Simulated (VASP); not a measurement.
# Sc2Cu3 (Pm-3m) in VASP: notebook, part 2 of 2

VASP 6.6.1.

**3. Single point, PBE**

This run uses another cell than the first one, of 20.23 Å³/atom.

Contents of INCAR:

```
SYSTEM = Sc2Cu3
ALGO = Fast
EDIFF = 1E-7
ENCUT = 520
GGA = PE
ISIF = 2
ISMEAR = 0
LASPH = .True.
LCHARG = .False.
LREAL = .False.
LWAVE = .False.
NBANDS = 36
NELM = 60
PREC = Accurate
SIGMA = 0.1
```

Contents of KPOINTS:

```
k-points
0
Gamma
  4 4 4
  0 0 0
```

Contents of POSCAR:

```
Sc2Cu3
1.0
    4.6590543161      0.0000000000      0.0000000000
    0.0000000000      4.6590543161      0.0000000000
    0.0000000000      0.0000000000      4.6590543161
Sc Cu
2 3
Direct
    0.5000000000      0.5000000000      0.5000000000
    0.0000000000      0.0000000000      0.0000000000
    0.5000000000      0.0000000000      0.0000000000
    0.0000000000      0.5000000000      0.0000000000
    0.0000000000      0.0000000000      0.5000000000
```

Potentials or basis: VASP PAW PBE potentials, release 64 (Sc_sv, Cu).

The run is started by

```
> cat potpaw_PBE.64/Sc_sv/POTCAR potpaw_PBE.64/Cu/POTCAR > POTCAR
> mpirun -np 1 vasp_std > vasp.out
```

OUTCAR:

```text
SYSTEM = Sc2Cu3
   EDIFF = 1E-7
   ENCUT = 520
   GGA = PE
   ISIF = 2
   ISMEAR = 0
   LASPH = .True.
   LREAL = .False.
   NELM = 60
   PREC = Accurate

 ion  position               nearest neighbor table
   1  0.500  0.500  0.500-
   2  0.000  0.000  0.000-   3 2.33   4 2.33   5 2.33   5 2.33   4 2.33   3 2.33
   3  0.500  0.000  0.000-   2 2.33   2 2.33
   4  0.000  0.500  0.000-   2 2.33   2 2.33
   5  0.000  0.000  0.500-   2 2.33   2 2.33

  LATTYP: Found a simple cubic cell.
 ALAT       =     4.6590543161

  Lattice vectors:

 A1 = (   4.6590543161,   0.0000000000,   0.0000000000)
 A2 = (   0.0000000000,   4.6590543161,   0.0000000000)
 A3 = (   0.0000000000,   0.0000000000,   4.6590543161)

Analysis of symmetry for initial positions (statically):
=====================================================================
 Subroutine PRICEL returns:
 Original cell was already a primitive cell.

 Routine SETGRP: Setting up the symmetry group for a
 simple cubic supercell.

 Subroutine GETGRP returns: Found 48 space group operations
 (whereof 48 operations were pure point group operations)
 out of a pool of 48 trial point group operations.

The static configuration has the point symmetry O_h .

Analysis of symmetry for dynamics (positions and initial velocities):
=====================================================================
 Subroutine PRICEL returns:
 Original cell was already a primitive cell.

 Routine SETGRP: Setting up the symmetry group for a
 simple cubic supercell.

 Subroutine GETGRP returns: Found 48 space group operations
 (whereof 48 operations were pure point group operations)
 out of a pool of 48 trial point group operations.

The dynamic configuration has the point symmetry O_h .

 Subroutine INISYM returns: Found 48 space group operations
 (whereof 48 operations are pure point group operations),
 and found     1 'primitive' translations

----------------------------------------------------------------------------------------

                                     Primitive cell

  volume of cell :     101.1331

  direct lattice vectors                    reciprocal lattice vectors
     4.659054316  0.000000000  0.000000000     0.214635832  0.000000000  0.000000000
     0.000000000  4.659054316  0.000000000     0.000000000  0.214635832  0.000000000
     0.000000000  0.000000000  4.659054316     0.000000000  0.000000000  0.214635832

  length of vectors
     4.659054316  4.659054316  4.659054316     0.214635832  0.214635832  0.214635832

  position of ions in fractional coordinates (direct lattice)
     0.500000000  0.500000000  0.500000000
     0.000000000  0.000000000  0.000000000
     0.500000000  0.000000000  0.000000000
     0.000000000  0.500000000  0.000000000
     0.000000000  0.000000000  0.500000000

  ion indices of the primitive-cell ions
   primitive index   ion index
                 1           1
                 2           2
[... 23 lines left out ...]
     0.000000000  0.000000000  0.000000000

 Subroutine IBZKPT returns following result:
 ===========================================

 Found     10 irreducible k-points:

 Following reciprocal coordinates:
            Coordinates               Weight
  0.000000  0.000000  0.000000      1.000000
  0.250000  0.000000  0.000000      6.000000
  0.500000  0.000000  0.000000      3.000000
  0.250000  0.250000  0.000000     12.000000
  0.500000  0.250000  0.000000     12.000000
  0.500000  0.500000  0.000000      3.000000
  0.250000  0.250000  0.250000      8.000000
  0.500000  0.250000  0.250000     12.000000
  0.500000  0.500000  0.250000      6.000000
  0.500000  0.500000  0.500000      1.000000
   k-points           NKPTS =     10   k-points in BZ     NKDIM =     10   number of bands    NBANDS=     36
   number of dos      NEDOS =    301   number of ions     NIONS =      5
   total plane-waves  NPLWV =  46656
   dimension x,y,z NGX =    36 NGY =   36 NGZ =   36
   dimension x,y,z NGXF=    72 NGYF=   72 NGZF=   72
   ions per type =               2   3
   NGX,Y,Z   is equivalent  to a cutoff of  12.85, 12.85, 12.85 a.u.
   NGXF,Y,Z  is equivalent  to a cutoff of  25.69, 25.69, 25.69 a.u.
 SYSTEM =  Sc2Cu3
   PREC   = accura    normal or accurate (medium, high low for compatibility)
   ISTART =      0    job   : 0-new  1-cont  2-samecut
   ICHARG =      2    charge: 1-file 2-atom 10-const
   ISPIN  =      1    spin polarized calculation?
   LNONCOLLINEAR =      F non collinear calculations
   LSORBIT =      F    spin-orbit coupling
   LASPH  =      T    aspherical Exc in radial PAW
   ENCUT  =  520.0 eV  38.22 Ry    6.18 a.u.   8.66  8.66  8.66*2*pi/ulx,y,z
   NELM   =     60;   NELMIN=  2; NELMDL= -5     # of ELM steps
   EDIFF  = 0.1E-06   stopping-criterion for ELM
   LREAL  =      F    real-space projection
   EDIFFG = 0.1E-05   stopping-criterion for IOM
   NSW    =      0    number of steps for IOM
   IBRION =     -1    ionic relax: 0-MD 1-quasi-New 2-CG
   NFREE  =      0    steps in history (QN), initial steepest desc. (CG)
   ISIF   =      2    stress and relaxation
   ISYM   =      2    0-nonsym 1-usesym 2-fastsym
   POTIM  = 0.5000    time-step for ionic-motion
   TEBEG  =    0.0;   TEEND  =   0.0 temperature during run
   PSTRESS=    0.0 pullay stress
   NELECT =      55.0000    total number of electrons
   NUPDOWN=      -1.0000    fix difference up-down
   EMIN   =  10.00;   EMAX   =-10.00  energy-range for DOS
   EFERMI =   0.00;   METHOD = LEGACY
   ISMEAR =     0;   SIGMA  =   0.10  broadening in eV -4-tet -1-fermi 0-gaus
   EFERMI_NEDOS =   21; number of points for ismear=-14 and -15
   IALGO  =     68    algorithm
   IMIX   =      4    mixing-type and parameters
     AMIX     =   0.40;   BMIX     =  1.00
     AMIX_MAG =   1.60;   BMIX_MAG =  1.00
  volume/ion in A,a.u.               =      20.23       136.50
  Fermi-wavevector in a.u.,A,eV,Ry     =   1.336281  2.525206 24.295219  1.785648
  Thomas-Fermi vector in A             =   2.464920
   LORBIT       =      0    0 simple, 1 ext, 2 COOP (PROOUT), +10 PAW based schemes
   GGA     = PE    functional components
   LHFCALC =     F    Hartree Fock is set to
   AEXX    =    0.0000 exact exchange contribution
   IVDW    =     0    specifies the selected vdW correction
   LEPSILON=     F    determine dielectric tensor
   LRPA    =     F    only Hartree local field effects (RPA)
 non-spin polarized calculation
 RMM-DIIS sequential band-by-band and
 Gauss-broadening in eV      SIGMA  =   0.10
  energy-cutoff  :      520.00
  volume of cell :      101.13
 maximum number of plane-waves:      2800
 NGX is ok and might be reduce to    36
   NGX = 17   NGY = 17   NGZ = 17

 number of electron      54.9999938 magnetization

 Free energy of the ion-electron system (eV)
  ---------------------------------------------------
  ext. energy  EPLUGINS =         0.00000000
  ---------------------------------------------------
  free energy    TOTEN  =       -20.31885068 eV

  energy without entropy =      -20.28594106  energy(sigma->0) =      -20.30239587

 E-fermi :   4.1582     XC(G=0): -10.1498

 val. band max:        4.1417664971   @ k =   0.2500   0.2500   0.2500
 cond. band min:       4.2083116936   @ k =   0.2500   0.2500   0.0000
 fundamental gap:      0.0665451965
 Fermi energy:         4.1581727508

 k-point     1 :       0.0000    0.0000    0.0000
  band No.  band energies     occupation
      1     -46.7789      2.00000
      2     -45.3225      2.00000
      3     -25.3308      2.00000
      4     -25.3308      2.00000
      5     -25.3308      2.00000
      6     -24.0885      2.00000
[... 379 lines left out ...]
     35       7.6138      0.00000
     36       7.6487      0.00000

------------------------ aborting loop because EDIFF is reached ----------------------------------------

  FORCE on cell =-STRESS in cart. coord.  units (eV):
  Direction    XX          YY          ZZ          XY          YZ          ZX
  --------------------------------------------------------------------------------------
  -------------------------------------------------------------------------------------
  Total        0.3614305      0.3614305      0.3614305      0.0000000      0.0000000     -0.0000000
  in kB        5.7258770      5.7258770      5.7258770      0.0000000      0.0000000     -0.0000000
  external PRESSURE =       5.7258770 kB  Pullay stress =       0.0000000 kB

 VOLUME and BASIS-vectors are now :
 -----------------------------------------------------------------------------
  energy-cutoff  :      520.00
  volume of cell :      101.13
      direct lattice vectors                 reciprocal lattice vectors
     4.659054316  0.000000000  0.000000000     0.214635832  0.000000000  0.000000000
     0.000000000  4.659054316  0.000000000     0.000000000  0.214635832  0.000000000
     0.000000000  0.000000000  4.659054316     0.000000000  0.000000000  0.214635832

 POSITION                                       TOTAL-FORCE (eV/Angst)
 -----------------------------------------------------------------------------------
      2.32953      2.32953      2.32953         0.000000      0.000000      0.000000
      0.00000      0.00000      0.00000         0.000000      0.000000      0.000000
      2.32953      0.00000      0.00000         0.000000      0.000000      0.000000
      0.00000      2.32953      0.00000         0.000000      0.000000      0.000000
      0.00000      0.00000      2.32953         0.000000      0.000000      0.000000
 -----------------------------------------------------------------------------------
    total drift:                                0.000000      0.000000     -0.000000

  FREE ENERGIE OF THE ION-ELECTRON SYSTEM (eV)
  ---------------------------------------------------
  free  energy   TOTEN  =       -20.3188506818 eV

  energy  without entropy=      -20.2859410594  energy(sigma->0) =      -20.30239587
```

stdout:

```text
POSCAR found type information on POSCAR ScCu
 POSCAR found :  2 types and       5 ions
 scaLAPACK will be used
 LDA part: xc-table for (Slater+PW92), standard interpolation
 POSCAR, INCAR and KPOINTS ok, starting setup
 FFT: planning ... GRIDC
 FFT: planning ... GRID_SOFT
 FFT: planning ... GRID
 WAVECAR not read
 entering main loop
```

Run time: 28 s. Hardware: 1 thread of Intel Xeon 6975P-C (Granite Rapids), shared host; peak memory 0.21 GiB.

What came out:

```yaml
Free_energy: -20.3189 eV
Pressure: 0.6 GPa
Band_gap_on_the_k_mesh: zero (an odd number of electrons rules out a gap without spin polarisation)
```

**4. Relaxation of cell and atoms, PBE**

Contents of INCAR:

```
ALGO = Normal
EDIFF = 1E-7
EDIFFG = -0.04
ENCUT = 600
GGA = PE
IBRION = 2
ISIF = 3
ISMEAR = 0
LASPH = True
LCHARG = False
LREAL = False
LWAVE = False
NELM = 60
NSW = 90
PREC = Accurate
SIGMA = 0.1
```

Contents of KPOINTS:

```
k-points
0
Gamma
  4 4 4
```

POSCAR: that of step 3 with these lines changed.

```diff
@@ -2,5 +2,5 @@
 1.0
-    4.6590543161      0.0000000000      0.0000000000
-    0.0000000000      4.6590543161      0.0000000000
-    0.0000000000      0.0000000000      4.6590543161
+    4.2266385500      0.0000000000      0.0000000000
+    0.0000000000      4.2266385500      0.0000000000
+    0.0000000000      0.0000000000      4.2266385500
 Sc Cu
```

Potentials or basis: VASP PAW PBE potentials, release 64 (Sc_sv, Cu).

The run is started by

```
> cat potpaw_PBE.64/Sc_sv/POTCAR potpaw_PBE.64/Cu/POTCAR > POTCAR
> mpirun -np 1 vasp_std > vasp.out
```

OUTCAR:

```text
EDIFF = 1E-7
   EDIFFG = -0.04
   ENCUT = 600
   GGA = PE
   IBRION = 2
   ISIF = 3
   ISMEAR = 0
   LASPH = True
   LREAL = False
   NELM = 60
   NSW = 90
   PREC = Accurate

 ion  position               nearest neighbor table
   1  0.500  0.500  0.500-   3 2.99   4 2.99   5 2.99   3 2.99   4 2.99   3 2.99   5 2.99   3 2.99
                             4 2.99   5 2.99   4 2.99   5 2.99
   2  0.000  0.000  0.000-   3 2.11   4 2.11   5 2.11   5 2.11   4 2.11   3 2.11
   3  0.500  0.000  0.000-   2 2.11   2 2.11   1 2.99   1 2.99   1 2.99   1 2.99
   4  0.000  0.500  0.000-   2 2.11   2 2.11   1 2.99   1 2.99   1 2.99   1 2.99
   5  0.000  0.000  0.500-   2 2.11   2 2.11   1 2.99   1 2.99   1 2.99   1 2.99

  LATTYP: Found a simple cubic cell.
 ALAT       =     4.2266385500

  Lattice vectors:

 A1 = (   4.2266385500,   0.0000000000,   0.0000000000)
 A2 = (   0.0000000000,   4.2266385500,   0.0000000000)
 A3 = (   0.0000000000,   0.0000000000,   4.2266385500)

Analysis of symmetry for initial positions (statically):
=====================================================================
 Subroutine PRICEL returns:
 Original cell was already a primitive cell.

 Routine SETGRP: Setting up the symmetry group for a
 simple cubic supercell.

 Subroutine GETGRP returns: Found 48 space group operations
 (whereof 48 operations were pure point group operations)
 out of a pool of 48 trial point group operations.

The static configuration has the point symmetry O_h .

[... 127 lines left out ...]
   LORBIT       =      0    0 simple, 1 ext, 2 COOP (PROOUT), +10 PAW based schemes
   GGA     = PE    functional components
   LHFCALC =     F    Hartree Fock is set to
   AEXX    =    0.0000 exact exchange contribution
   IVDW    =     0    specifies the selected vdW correction
   LEPSILON=     F    determine dielectric tensor
   LRPA    =     F    only Hartree local field effects (RPA)
 conjugate gradient relaxation of ions
 non-spin polarized calculation
 Gauss-broadening in eV      SIGMA  =   0.10
  energy-cutoff  :      600.00
  volume of cell :       75.51
 maximum number of plane-waves:      2560
 NGX is ok and might be reduce to    36
   NGX = 17   NGY = 17   NGZ = 17

--------------------------------------- Ionic step        1  -------------------------------------------

 number of electron      55.0000006 magnetization

 Free energy of the ion-electron system (eV)
  ---------------------------------------------------
  ext. energy  EPLUGINS =         0.00000000
  ---------------------------------------------------
  free energy    TOTEN  =       -18.30779262 eV

  energy without entropy =      -18.29444541  energy(sigma->0) =      -18.30111901

 E-fermi :   6.5896     XC(G=0): -11.5572

 val. band max:        6.5130265902   @ k =   0.2500   0.2500   0.2500
 cond. band min:       6.6756569849   @ k =   0.5000   0.5000   0.0000
 fundamental gap:      0.1626303947
 Fermi energy:         6.5896408255
[... 841 lines left out ...]
--------------------------------------- Ionic step        4  -------------------------------------------

 number of electron      54.9999982 magnetization

 Free energy of the ion-electron system (eV)
  ---------------------------------------------------
  ext. energy  EPLUGINS =         0.00000000
  ---------------------------------------------------
  free energy    TOTEN  =       -20.31222968 eV

  energy without entropy =      -20.27855729  energy(sigma->0) =      -20.29539348

 E-fermi :   4.0711     XC(G=0): -10.0967

 val. band max:        4.0585261488   @ k =   0.2500   0.2500   0.2500
 cond. band min:       4.1160358473   @ k =   0.2500   0.2500   0.0000
 fundamental gap:      0.0575096985
 Fermi energy:         4.0711075454
[... 390 lines left out ...]
  FREE ENERGIE OF THE ION-ELECTRON SYSTEM (eV)
  ---------------------------------------------------
  free  energy   TOTEN  =       -20.3122296759 eV

  energy  without entropy=      -20.2785572887  energy(sigma->0) =      -20.29539348

 reached required accuracy - stopping structural energy minimisation
```

Run time: 73 s. Hardware: 1 thread of Intel Xeon 6975P-C (Granite Rapids), shared host; peak memory 0.22 GiB.

What came out:

```
Free energy                           : -20.3122 eV
Relaxed volume                        : 20.46 Å³/atom
Relaxed cell                          : a = 4.677 Å, b = 4.677 Å, c = 4.677 Å, α = 90.00°, β = 90.00°, γ = 90.00°
Space group after relaxing (to 0.1 Å) : Pm-3m (No. 221)
Energy gained by relaxing             : 400.9 meV/atom
Ionic steps                           : 4
Pressure after relaxing               : -0.1 GPa
Band gap on the k mesh                : zero (an odd number of electrons rules out a gap without spin polarisation)
```

The path:
| step | energy change (eV) | largest force (eV/Å) | pressure (GPa) | volume (Å³) |
| --- | --- | --- | --- | --- |
| 1 | 0.0000 | 0.0000 | 31.82 | 75.51 |
| 2 | -1.8316 | 0.0000 | -4.52 | 113.25 |
| 3 | -2.0034 | 0.0000 | 0.51 | 101.26 |
| 4 | -2.0044 | 0.0000 | -0.13 | 102.32 |

Final structure:
```yaml
crystal:
  lattice:
    - [4.67728, 0.00000, 0.00000]
    - [0.00000, 4.67728, 0.00000]
    - [0.00000, 0.00000, 4.67728]
  atoms:
    - { symbol: Sc, position: [0.50000, 0.50000, 0.50000] }
    - { symbol: Sc, position: [0.00000, 0.00000, 0.00000] }
    - { symbol: Cu, position: [0.50000, 0.00000, 0.00000] }
    - { symbol: Cu, position: [0.00000, 0.50000, 0.00000] }
    - { symbol: Cu, position: [0.00000, 0.00000, 0.50000] }
```

Caveat: the k points lie up to 0.34 Å⁻¹ apart in the final cell, too coarse for converged energies and pressures of a metal; the volume moved by over 15 % at a fixed basis, so the end points are rough.

**5. Single point, PBE**

This run uses another cell than the first one, of 20.29 Å³/atom.

Contents of INCAR:

```
SYSTEM = Sc2Cu3
ALGO = Fast ; EDIFF = 1E-6
ENCUT = 520 ; GGA = PE
ISIF = 2 ; ISMEAR = 0
LASPH = .True. ; LCHARG = .False.
LREAL = .False. ; LWAVE = .False.
NBANDS = 36 ; NELM = 60
PREC = Accurate ; SIGMA = 0.1
```

Contents of KPOINTS:

```
k-points
0
Gamma
  8 8 8
  0 0 0
```

POSCAR: that of step 4 with these lines changed.

```diff
@@ -2,5 +2,5 @@
 1.0
-    4.2266385500      0.0000000000      0.0000000000
-    0.0000000000      4.2266385500      0.0000000000
-    0.0000000000      0.0000000000      4.2266385500
+    4.6636966696      0.0000000000      0.0000000000
+    0.0000000000      4.6636966696      0.0000000000
+    0.0000000000      0.0000000000      4.6636966696
 Sc Cu
```

The run is started by

```
> cat potpaw_PBE.64/Sc_sv/POTCAR potpaw_PBE.64/Cu/POTCAR > POTCAR
> mpirun -np 1 vasp_std > vasp.out
```

Run time: 73 s. Hardware: 1 thread of Intel Xeon 6975P-C (Granite Rapids), shared host; peak memory 0.26 GiB.

It converged, with:

* Free energy: -20.3672 eV
* Pressure: 0.3 GPa
* Band gap on the k mesh: zero (an odd number of electrons rules out a gap without spin polarisation)

Levels at points of the mesh, in eV from the Fermi level:
```
           k point  band 23  band 24  band 25  band 26  band 27  band 28  band 29  band 30  band 31  band 32
(0.00, 0.00, 0.00)    -2.92    -2.56    -0.98    -0.98     0.59     0.59     0.59     1.25     1.25     1.25
(0.50, 0.00, 0.00)    -2.89    -2.89    -2.73    -0.47     0.19     0.19     0.35     0.82     1.11     1.11
(0.50, 0.50, 0.00)    -2.84    -2.75    -2.08    -2.08    -2.07     0.19     0.19     0.65     0.83     1.39
(0.50, 0.50, 0.50)    -2.71    -1.59    -1.59    -1.59    -1.40    -1.40    -1.40    -0.81     0.80     0.80
```

**6. Summary**

```tsv
task	cell	k mesh	cutoff (eV)	gap on the mesh (eV)	pressure (GPa)
single point	a = 4.227 Å, 5 atoms	4 × 4 × 4	520	none	31.7
single point	a = 4.659 Å, 5 atoms	4 × 4 × 4	520	none	0.6
relaxation of cell and atoms	relaxed from a = 4.227 Å, 5 atoms	4 × 4 × 4	600	none	-0.1
single point	a = 4.664 Å, 5 atoms	8 × 8 × 8	520	none	0.3
```

Alike in all rows: level PBE; potentials or basis VASP PAW PBE potentials, release 64 (Sc_sv, Cu); no spin polarisation; smearing gaussian 0.1 eV.

Caveats: some runs use coarse meshes; the volume moved by over 15 % at a fixed basis, so the end points are rough (at least some runs).

Absolute energies hang on the potentials; compare differences alone.
